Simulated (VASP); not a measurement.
Here is a VASP 6.6.1 calculation.

The input INCAR:

```
SYSTEM = TaN
PREC     = Accurate       ! precision mode
ENCUT    = 600            ! plane-wave cutoff, eV
EDIFF    = 1E-6           ! SCF threshold, eV
ISMEAR   = 0              ! smearing method
SIGMA    = 0.1            ! smearing width, eV
LREAL    = .FALSE.        ! projectors in reciprocal space
LASPH    = .TRUE.         ! aspherical terms in the spheres
NELM     = 200            ! most SCF steps
ALGO     = Normal         ! electronic algorithm
ISIF     = 2              ! what is computed and relaxed
LWAVE    = .FALSE.        ! write WAVECAR
LCHARG   = .TRUE.         ! write CHGCAR
ISPIN    = 2              ! spin polarisation
MAGMOM   = 1 0            ! initial moments
LORBIT   = 11             ! projections on sites
LMAXMIX  = 4              ! l up to which the mixer works
GGA      = PE             ! functional
IVDW     = 12             ! dispersion correction
LELF     = .TRUE.         ! ELF
LVHAR    = .TRUE.       
NBANDS   = 19             ! bands
GGA_COMPAT= .FALSE.
```

KPOINTS

```
Automatic mesh
0
G
  8 8 8
  0 0 0
```

The input POSCAR:

```
TaN
1.0
    0.0000000000      2.1790000000      2.1790000000
    2.1790000000      0.0000000000      2.1790000000
    2.1790000000      2.1790000000      0.0000000000
Ta N
1 1
Direct
    0.5000000000      0.5000000000      0.5000000000
    0.0000000000      0.0000000000      0.0000000000
```

Potentials or basis: VASP PAW PBE potentials, release 64 (Ta_pv, N).

Run with:

```sh
$ cat potpaw_PBE.64/Ta_pv/POTCAR potpaw_PBE.64/N/POTCAR > POTCAR
$ mpirun -np 1 vasp_std > vasp.out
```

Task: Predict the dispersion energy per atom.

Result: -0.486 eV.

Task: What does it give for the band gap on the k mesh?

Result: Zero (filled and empty bands overlap).

Task: What does it give for the net moment?

Result: 0.00 μB per cell.

Caveat: spin-orbit coupling is left out, which moves the levels of the heavy elements.
